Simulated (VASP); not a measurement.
# BaTe (P6_3/mmc) in VASP: further runs

The runs below take BaTe through single point, with PBE.

All numbers are computed with VASP 6.6.1; they aren't measurements. Logs are shortened: lines on timing, memory, paths and dates and some standing lists are left out, and cuts for length are marked.

### 1 The cell of the first run

The structure is hexagonal, space group P6_3/mmc (No. 194). The conventional cell has a = 4.795 Å, b = 4.795 Å, c = 8.416 Å, α = 90.00°, β = 90.00°, γ = 120.00°. Ba (site symmetry -3m) has 6 Te at 3.48 Å and 2 Ba at 4.21 Å within 4.6 Å. Te (site symmetry -6m2) has 6 Ba at 3.48 Å within 4.6 Å.

### 2 Single point, PBE (volume changed by -6%)

The input, INCAR:

```
SYSTEM = BaTe
PREC     = Accurate       ! precision mode
ENCUT    = 520            ! plane-wave cutoff, eV
EDIFF    = 1E-7           ! SCF threshold, eV
ISMEAR   = 0              ! smearing method
SIGMA    = 0.01           ! smearing width, eV
LREAL    = .False.        ! projectors in reciprocal space
LASPH    = .True.         ! aspherical terms in the spheres
NELM     = 60             ! most SCF steps
ALGO     = Normal         ! electronic algorithm
ISIF     = 2              ! what is computed and relaxed
LWAVE    = .False.        ! write WAVECAR
LCHARG   = .False.        ! write CHGCAR
GGA      = PE             ! functional
NBANDS   = 24             ! bands
```

The input, KPOINTS:

```
regular mesh
0
Gamma
  6 6 4
  0 0 0
```

The input, POSCAR:

```
BaTe
1.0
    4.7951213534      0.0000000000      0.0000000000
   -2.3975606767      4.1526969063      0.0000000000
    0.0000000000      0.0000000000      8.4155764113
Ba Te
2 2
Direct
    0.0000000000      0.0000000000      0.0000000000
    0.0000000000      0.0000000000      0.5000000000
    0.3333333333      0.6666666667      0.2500000000
    0.6666666667      0.3333333333      0.7500000000
```

Potentials or basis: VASP PAW PBE potentials, release 64 (Ba_sv, Te).

Started as:

```bash
$ cat potpaw_PBE.64/Ba_sv/POTCAR potpaw_PBE.64/Te/POTCAR > POTCAR
$ mpirun -np 1 vasp_std > vasp.out
```

OUTCAR:

```text
SYSTEM = BaTe
   PREC = Accurate
   ENCUT = 520
   EDIFF = 1E-7
   ISMEAR = 0
   LREAL = .False.
   LASPH = .True.
   NELM = 60
   ISIF = 2
   GGA = PE

 ion  position               nearest neighbor table
   1  0.000  0.000  0.000-   3 3.48   4 3.48   4 3.48   3 3.48   4 3.48   3 3.48   2 4.21   2 4.21

   2  0.000  0.000  0.500-   3 3.48   4 3.48   4 3.48   3 3.48   4 3.48   3 3.48   1 4.21   1 4.21

   3  0.333  0.667  0.250-   1 3.48   2 3.48   1 3.48   2 3.48   1 3.48   2 3.48
   4  0.667  0.333  0.750-   1 3.48   2 3.48   1 3.48   2 3.48   1 3.48   2 3.48

  LATTYP: Found a hexagonal cell.
 ALAT       =     4.7951213534
 C/A-ratio  =     1.7550288702

  Lattice vectors:

 A1 = (   4.7951213534,   0.0000000000,   0.0000000000)
 A2 = (  -2.3975606767,   4.1526969063,   0.0000000000)
 A3 = (   0.0000000000,   0.0000000000,   8.4155764113)

Analysis of symmetry for initial positions (statically):
=====================================================================
 Subroutine PRICEL returns:
 Original cell was already a primitive cell.

 Routine SETGRP: Setting up the symmetry group for a
 hexagonal supercell.

 Subroutine GETGRP returns: Found 24 space group operations
 (whereof 12 operations were pure point group operations)
 out of a pool of 24 trial point group operations.

The static configuration has the point symmetry D_3d.
 The point group associated with its full space group is D_6h.

Analysis of symmetry for dynamics (positions and initial velocities):
=====================================================================
 Subroutine PRICEL returns:
 Original cell was already a primitive cell.

 Routine SETGRP: Setting up the symmetry group for a
 hexagonal supercell.

 Subroutine GETGRP returns: Found 24 space group operations
 (whereof 12 operations were pure point group operations)
 out of a pool of 24 trial point group operations.

The dynamic configuration has the point symmetry D_3d.
 The point group associated with its full space group is D_6h.

 Subroutine INISYM returns: Found 24 space group operations
 (whereof 12 operations are pure point group operations),
 and found     1 'primitive' translations

----------------------------------------------------------------------------------------

                                     Primitive cell

  volume of cell :     167.5767

  direct lattice vectors                    reciprocal lattice vectors
     4.795121353  0.000000000  0.000000000     0.208545296  0.120403683  0.000000000
    -2.397560677  4.152696906  0.000000000     0.000000000  0.240807365  0.000000000
     0.000000000  0.000000000  8.415576411     0.000000000  0.000000000  0.118827274

[... 86 lines left out ...]
   NSW    =      0    number of steps for IOM
   IBRION =     -1    ionic relax: 0-MD 1-quasi-New 2-CG
   NFREE  =      0    steps in history (QN), initial steepest desc. (CG)
   ISIF   =      2    stress and relaxation
   ISYM   =      2    0-nonsym 1-usesym 2-fastsym
   POTIM  = 0.5000    time-step for ionic-motion
   TEBEG  =    0.0;   TEEND  =   0.0 temperature during run
   PSTRESS=    0.0 pullay stress
   NELECT =      32.0000    total number of electrons
   NUPDOWN=      -1.0000    fix difference up-down
   EMIN   =  10.00;   EMAX   =-10.00  energy-range for DOS
   EFERMI =   0.00;   METHOD = LEGACY
   ISMEAR =     0;   SIGMA  =   0.01  broadening in eV -4-tet -1-fermi 0-gaus
   EFERMI_NEDOS =   21; number of points for ismear=-14 and -15
   IALGO  =     38    algorithm
   IMIX   =      4    mixing-type and parameters
     AMIX     =   0.40;   BMIX     =  1.00
     AMIX_MAG =   1.60;   BMIX_MAG =  1.00
  volume/ion in A,a.u.               =      41.89       282.72
  Fermi-wavevector in a.u.,A,eV,Ry     =   0.942729  1.781500 12.092017  0.888738
  Thomas-Fermi vector in A             =   2.070367
   LORBIT       =      0    0 simple, 1 ext, 2 COOP (PROOUT), +10 PAW based schemes
   GGA     = PE    functional components
   LHFCALC =     F    Hartree Fock is set to
   AEXX    =    0.0000 exact exchange contribution
   IVDW    =     0    specifies the selected vdW correction
   LEPSILON=     F    determine dielectric tensor
   LRPA    =     F    only Hartree local field effects (RPA)
 non-spin polarized calculation
 Gauss-broadening in eV      SIGMA  =   0.01
  energy-cutoff  :      520.00
  volume of cell :      167.58
 maximum number of plane-waves:      4532
 NGX is ok and might be reduce to    36
   NGX = 17   NGY = 17   NGZ = 31

 number of electron      31.9999998 magnetization

 Free energy of the ion-electron system (eV)
  ---------------------------------------------------
  ext. energy  EPLUGINS =         0.00000000
  ---------------------------------------------------
  free energy    TOTEN  =       -16.87337917 eV

  energy without entropy =      -16.87337917  energy(sigma->0) =      -16.87337917

 E-fermi :   2.6030     XC(G=0):  -8.3208

 val. band max:        2.5457005801   @ k =   0.0000   0.0000   0.0000
 cond. band min:       4.1080722020   @ k =   0.5000   0.0000   0.0000
 fundamental gap:      1.5623716219
 Fermi energy:         2.6029927120

 k-point     1 :       0.0000    0.0000    0.0000
  band No.  band energies     occupation
      1     -24.6258      2.00000
      2     -24.5934      2.00000
      3     -10.3811      2.00000
      4      -9.7884      2.00000
      5      -9.7884      2.00000
      6      -9.7265      2.00000
[... 556 lines left out ...]
     23       7.5197      0.00000
     24       7.5197      0.00000

------------------------ aborting loop because EDIFF is reached ----------------------------------------

  FORCE on cell =-STRESS in cart. coord.  units (eV):
  Direction    XX          YY          ZZ          XY          YZ          ZX
  --------------------------------------------------------------------------------------
  -------------------------------------------------------------------------------------
  Total        2.4273130      2.4273130      2.7874935      0.0000000      0.0000000      0.0000000
  in kB       23.2071957     23.2071957     26.6508298      0.0000000      0.0000000      0.0000000
  external PRESSURE =      24.3550737 kB  Pullay stress =       0.0000000 kB

 VOLUME and BASIS-vectors are now :
 -----------------------------------------------------------------------------
  energy-cutoff  :      520.00
  volume of cell :      167.58
      direct lattice vectors                 reciprocal lattice vectors
     4.795121353  0.000000000  0.000000000     0.208545296  0.120403683  0.000000000
    -2.397560677  4.152696906  0.000000000     0.000000000  0.240807365  0.000000000
     0.000000000  0.000000000  8.415576411     0.000000000  0.000000000  0.118827274

 POSITION                                       TOTAL-FORCE (eV/Angst)
 -----------------------------------------------------------------------------------
      0.00000      0.00000      0.00000        -0.000000      0.000000     -0.000000
      0.00000      0.00000      4.20779        -0.000000      0.000000     -0.000000
     -0.00000      2.76846      2.10389         0.000000      0.000000      0.000000
      2.39756      1.38423      6.31168        -0.000000     -0.000000      0.000000
 -----------------------------------------------------------------------------------
    total drift:                               -0.000000      0.000000     -0.000000

  FREE ENERGIE OF THE ION-ELECTRON SYSTEM (eV)
  ---------------------------------------------------
  free  energy   TOTEN  =       -16.8733791692 eV

  energy  without entropy=      -16.8733791692  energy(sigma->0) =      -16.87337917
```

OSZICAR:

```text
N       E                     dE             d eps       ncg     rms          rms(c)
DAV:   1     0.203952777488E+03    0.20395E+03   -0.12649E+04  1008   0.111E+03
DAV:   2    -0.559166389480E+00   -0.20451E+03   -0.19264E+03  1312   0.198E+02
DAV:   3    -0.164225279723E+02   -0.15863E+02   -0.15737E+02  1392   0.603E+01
DAV:   4    -0.170839041092E+02   -0.66138E+00   -0.66045E+00  1584   0.107E+01
DAV:   5    -0.170933608626E+02   -0.94568E-02   -0.94563E-02  1320   0.134E+00    0.546E+00
DAV:   6    -0.168625172087E+02    0.23084E+00   -0.41089E-01  1304   0.228E+00    0.366E+00
DAV:   7    -0.168666148685E+02   -0.40977E-02   -0.37457E-01  1320   0.258E+00    0.936E-01
DAV:   8    -0.168707965792E+02   -0.41817E-02   -0.48092E-02  1224   0.898E-01    0.248E-01
DAV:   9    -0.168727203675E+02   -0.19238E-02   -0.31983E-03  1304   0.296E-01    0.765E-02
DAV:  10    -0.168730585045E+02   -0.33814E-03   -0.20783E-04  1536   0.599E-02    0.474E-02
DAV:  11    -0.168733769812E+02   -0.31848E-03   -0.49266E-04  1152   0.111E-01    0.131E-02
DAV:  12    -0.168733783928E+02   -0.14116E-05   -0.83978E-06  1616   0.101E-02    0.108E-02
DAV:  13    -0.168733786738E+02   -0.28102E-06   -0.26048E-06  1264   0.636E-03    0.206E-03
DAV:  14    -0.168733788750E+02   -0.20118E-06   -0.55453E-07  1080   0.325E-03    0.288E-03
DAV:  15    -0.168733791534E+02   -0.27836E-06   -0.88147E-08   888   0.140E-03    0.753E-04
DAV:  16    -0.168733791692E+02   -0.15838E-07   -0.12727E-08   808   0.546E-04
   1 F= -.16873379E+02 E0= -.16873379E+02  d E =-.435369E-18
```

It took 66 s on 1 thread of Intel Xeon Platinum 8488C (Sapphire Rapids), shared host; peak memory 0.3 GiB.

Results:

| Quantity | Value |
| --- | --- |
| Free energy | -16.8734 eV |
| Pressure | 2.4 GPa |
| Band gap on the k mesh | 1.56 eV, indirect (least direct gap 1.61 eV) |

Levels at points of the mesh, in eV from the valence-band top:
| k point | band 13 | band 14 | band 15 | band 16 | band 17 | band 18 | band 19 | band 20 |
| --- | --- | --- | --- | --- | --- | --- | --- | --- |
| (0.00, 0.00, 0.00) | -1.09 | -0.25 | 0.00 | 0.00 | 1.61 | 2.97 | 3.02 | 3.02 |
| (0.50, 0.00, 0.00) | -1.23 | -1.10 | -0.77 | -0.37 | 1.56 | 2.97 | 4.54 | 4.71 |
| (0.00, 0.00, 0.50) | -0.64 | -0.64 | -0.64 | -0.64 | 3.00 | 3.00 | 3.58 | 3.58 |
| (0.50, 0.00, 0.50) | -1.07 | -1.07 | -0.84 | -0.84 | 2.43 | 2.43 | 4.31 | 4.31 |

Caveat: the cell differs from its parent crystal (volume changed by -6%); spin-orbit coupling is left out, which moves the levels of the heavy elements. A k mesh can miss the band edges.

### 3 Single point, PBE (volume changed by -3%)

The input, INCAR:

```
SYSTEM = BaTe
ALGO = Normal
EDIFF = 1E-6
ENCUT = 520
GGA = PE
ISIF = 2
ISMEAR = 0
LASPH = .True.
LCHARG = .False.
LREAL = .False.
LWAVE = .False.
NBANDS = 24
NELM = 60
PREC = Accurate
SIGMA = 0.01
```

The input, KPOINTS:

```
k-points
0
Gamma
  6 6 4
  0 0 0
```

The input, POSCAR:

```
BaTe
1.0
    4.8456000245      0.0000000000      0.0000000000
   -2.4228000123      4.1964127178      0.0000000000
    0.0000000000      0.0000000000      8.5041679364
Ba Te
2 2
Direct
    0.0000000000      0.0000000000      0.0000000000
    0.0000000000      0.0000000000      0.5000000000
    0.3333333333      0.6666666667      0.2500000000
    0.6666666667      0.3333333333      0.7500000000
```

Potentials or basis: VASP PAW PBE potentials, release 64 (Ba_sv, Te).

Started as:

```bash
$ cat potpaw_PBE.64/Ba_sv/POTCAR potpaw_PBE.64/Te/POTCAR > POTCAR
$ mpirun -np 1 vasp_std > vasp.out
```

Wall time 56 s (1 thread of Intel Xeon Platinum 8488C (Sapphire Rapids), shared host); peak memory 0.3 GiB.

Results (log left out):

```yaml
Free_energy: -16.9356 eV
Pressure: 1.3 GPa
Band_gap_on_the_k_mesh: 1.62 eV, indirect (least direct gap 1.67 eV)
```

Stress tensor (GPa, compression positive):
```
1.25 0.00 0.00
0.00 1.25 0.00
0.00 0.00 1.44
```

Levels at points of the mesh, in eV from the valence-band top:
```csv
k point,band 13,band 14,band 15,band 16,band 17,band 18,band 19,band 20
"(0.00, 0.00, 0.00)",-1.03,-0.25,0.00,0.00,1.67,2.84,3.04,3.04
"(0.50, 0.00, 0.00)",-1.16,-1.08,-0.77,-0.37,1.62,2.97,4.49,4.62
"(0.00, 0.00, 0.50)",-0.60,-0.60,-0.60,-0.60,2.99,2.99,3.57,3.57
"(0.50, 0.00, 0.50)",-1.03,-1.03,-0.80,-0.80,2.45,2.45,4.23,4.23
```

Caveat: the cell differs from its parent crystal (volume changed by -3%); spin-orbit coupling is left out, which moves the levels of the heavy elements. A k mesh can miss the band edges.

### 4 Single point, PBE

This run uses another cell than the first one, of 44.54 Å³/atom, 1.063 times its volume.

The input, INCAR:

```
SYSTEM = BaTe
PREC = Accurate ; ENCUT = 520
EDIFF = 1E-6 ; ISMEAR = 0
SIGMA = 0.01 ; LREAL = .FALSE.
LASPH = .TRUE. ; NELM = 100
ALGO = Normal ; ISIF = 2
LWAVE = .FALSE. ; LCHARG = .TRUE.
GGA = PE ; LELF = .TRUE.
LVHAR = .TRUE. ; NBANDS = 24
```

The input, KPOINTS:

```
Automatic mesh
0
G
  6 6 4
  0 0 0
```

The input, POSCAR:

```
BaTe
1.0
    4.8953716054      0.0000000000      0.0000000000
   -2.4476858027      4.2395161712      0.0000000000
    0.0000000000      0.0000000000      8.5840689008
Ba Te
2 2
Direct
    0.0000000000      0.0000000000      0.0000000000
    0.0000000000      0.0000000000      0.5000000000
    0.3333333333      0.6666666667      0.2500000000
    0.6666666667      0.3333333333      0.7500000000
```

Started as:

```bash
$ cat potpaw_PBE.64/Ba_sv/POTCAR potpaw_PBE.64/Te/POTCAR > POTCAR
$ mpirun -np 1 vasp_std > vasp.out
```

Run time: 62 s. Hardware: 1 thread of Intel Xeon Platinum 8488C (Sapphire Rapids), shared host; peak memory 0.31 GiB.

The run converged. Its results:

| Property | Result |
| --- | --- |
| Free energy | -16.9629 eV |
| Pressure | 0.4 GPa |
| Band gap on the k mesh | 1.67 eV, indirect (least direct gap 1.72 eV) |

Stress tensor (GPa, compression positive):
```
0.35 0.00 0.00
0.00 0.35 0.00
0.00 0.00 0.43
```

Levels at points of the mesh, in eV from the valence-band top:
```tsv
k point	band 12	band 13	band 14	band 15	band 16	band 17	band 18	band 19	band 20	band 21
(0.00, 0.00, 0.00)	-0.98	-0.98	-0.24	0.00	0.00	1.72	2.73	3.05	3.05	3.12
(0.50, 0.00, 0.00)	-1.45	-1.10	-1.06	-0.76	-0.37	1.67	2.97	4.44	4.52	4.67
(0.00, 0.00, 0.50)	-1.48	-0.57	-0.57	-0.57	-0.57	2.98	2.98	3.56	3.56	3.56
(0.50, 0.00, 0.50)	-1.75	-0.99	-0.99	-0.76	-0.76	2.47	2.47	4.16	4.16	5.10
```

Caveat: spin-orbit coupling is left out, which moves the levels of the heavy elements. PBE gaps usually lie below the measured ones, often by a third to a half.

(Part 1 of 2 ends here.)
